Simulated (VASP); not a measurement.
Cd: single point with PBE

Cd:

```
Cd
1.0
     2.91930    0.00000    0.00000
    -1.45965    2.52818    0.00000
     0.00000    0.00000    5.61765
Cd
2
Cartesian
  0.0000 1.6855 1.4044
  1.4596 0.8427 4.2132
```

This cell differs from its parent crystal: strain -0.0200 x Voigt [1, 1, 0, 0, 0, 0].

```yaml
Program: VASP 6.6.1
Task: single point
Functional: PBE
Potentials_or_basis: VASP PAW PBE potentials, release 64 (Cd)
Cutoff: 520 eV
k_mesh: 18 × 18 × 8
Occupations: gaussian, width 0.15 eV
Spin: no spin polarisation
Dipole_correction: no
Further_INCAR_settings: ALGO = Fast; EDIFF = 1e-07; NBANDS = 19
```

```json
{
 "Pressure": "6.5 GPa",
 "Band gap on the k mesh": "zero (bands 12 and 13 overlap by 4.92 eV)"
}
```

Stress tensor (GPa, compression positive):
```
7.49 0.00 0.00
0.00 7.49 0.00
0.00 0.00 4.63
```

Levels at points of the mesh, in eV from the Fermi level:
```
           k point  band 8  band 9  band 10  band 11  band 12  band 13  band 14  band 15  band 16  band 17
(0.00, 0.00, 0.00)   -8.85   -8.85    -8.60    -8.60    -3.37    -3.28    10.21    14.69    14.81    15.63
(0.50, 0.00, 0.00)   -8.65   -8.29    -8.27    -2.46    -1.82     1.92     3.01     3.28     5.27     8.77
(0.00, 0.00, 0.50)   -8.71   -8.71    -8.71    -7.69    -7.69     3.44     3.44    15.09    15.09    16.56
(0.50, 0.00, 0.50)   -8.62   -8.28    -8.28    -1.69    -1.69     0.20     0.20     8.03     8.03    10.41
```

Run time: 36 s on 1 thread of Intel(R) Xeon(R) 6975P-C (Granite Rapids), on a shared host, peak memory 0.24 GiB.

Caveat: the cell differs from its parent crystal (strain -0.0200 x Voigt [1, 1, 0, 0, 0, 0]); the cell stands under pressure.
